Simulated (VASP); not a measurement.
Write the native input for VASP 6.6.1 that does the following.

* Task: single point
* Functional: PBEsol
* Potentials or basis: VASP PAW PBE potentials, release 64 (Ca_sv)
* Cutoff: 520 eV
* k mesh: 13 × 13 × 13
* Occupations: fermi-dirac, width 0.1 eV
* Spin: no spin polarisation
* Dipole correction: no
* Further INCAR settings: ALGO = Normal; EDIFF = 1e-06; NBANDS = 11

The structure of Ca lies in POSCAR:

```
Ca
1.0
    2.6411500000      0.0000000000      0.0000000000
    0.0000000000      2.6411500000      0.0000000000
    0.0000000000      0.0000000000      2.6150000000
Ca
1
Direct
    0.0000000000      0.0000000000      0.0000000000
```

One way to write it, as run:

INCAR

```
SYSTEM = Ca
PREC = Accurate ; ENCUT = 520
EDIFF = 1E-6 ; ISMEAR = -1
SIGMA = 0.1 ; LREAL = .False.
LASPH = .True. ; NELM = 80
ALGO = Normal ; ISIF = 2
LWAVE = .False. ; LCHARG = .True.
GGA = PS ; LELF = .True.
LVHAR = .True. ; NBANDS = 11
```

KPOINTS

```
regular mesh
0
Gamma
  13 13 13
  0 0 0
```

Potentials or basis: VASP PAW PBE potentials, release 64 (Ca_sv).

Command:

```bash
$ cat potpaw_PBE.64/Ca_sv/POTCAR > POTCAR
$ mpirun -np 1 vasp_std > vasp.out
```

It gave:

```
Pressure               : 36.6 GPa
Band gap on the k mesh : zero (band 5 reaches 6.35 eV, above the bottom of band 6 at 5.78 eV)
```

Caveat: the PAW data sets were made with another functional, which shifts forces and pressure a little.

Wall time 15 s on 1 thread of Intel(R) Xeon(R) Platinum 8488C (Sapphire Rapids) (shared host), peak memory 0.15 GiB.
